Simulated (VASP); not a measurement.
The system is ZnO.

```
CELL_PARAMETERS angstrom
3.23735 0.00000 0.00000
-1.61868 2.80363 0.00000
0.00000 0.00000 5.22206
ATOMIC_POSITIONS crystal
Zn 0.66667 0.33333 0.50059
Zn 0.33333 0.66667 0.00059
O 0.66667 0.33333 0.87972
O 0.33333 0.66667 0.37972
```

```yaml
Program: VASP 6.6.1
Task: relaxation of cell and atoms
Functional: LDA
Potentials_or_basis: VASP PAW LDA potentials, release 64 (Zn, O)
Cutoff: 600 eV
k_mesh: 12 × 12 × 6
Occupations: gaussian, width 0.02 eV
Spin: no spin polarisation
```

At the start: pressure -5.7 GPa; volume 11.85 Å³/atom.

Task: Where does the relaxation end?

Result: Over 8 steps the energy falls by 8.2 meV/atom and the volume is 11.41 Å³/atom (-3.7 %); space group P6_3mc (No. 186, to 0.1 Å) before and after.

Step by step:
```tsv
step	energy change (eV)	largest force (eV/Å)	pressure (GPa)	volume (Å³)
1	0.0000	0.0028	-5.70	47.40
2	-0.0199	0.0136	3.95	44.57
3	-0.0326	0.0086	-0.05	45.62
4	-0.0326	0.0087	0.11	45.59
5	-0.0327	0.0057	-0.07	45.64
6	-0.0327	0.0060	-0.07	45.63
7	-0.0327	0.0063	-0.04	45.63
8	-0.0327	0.0046	-0.03	45.62
```

Final structure:
```
CELL_PARAMETERS angstrom
3.19523 0.00000 0.00000
-1.59762 2.76715 0.00000
0.00000 0.00000 5.15980
ATOMIC_POSITIONS crystal
Zn 0.66667 0.33333 0.50074
Zn 0.33333 0.66667 0.00074
O 0.66667 0.33333 0.87957
O 0.33333 0.66667 0.37957
```
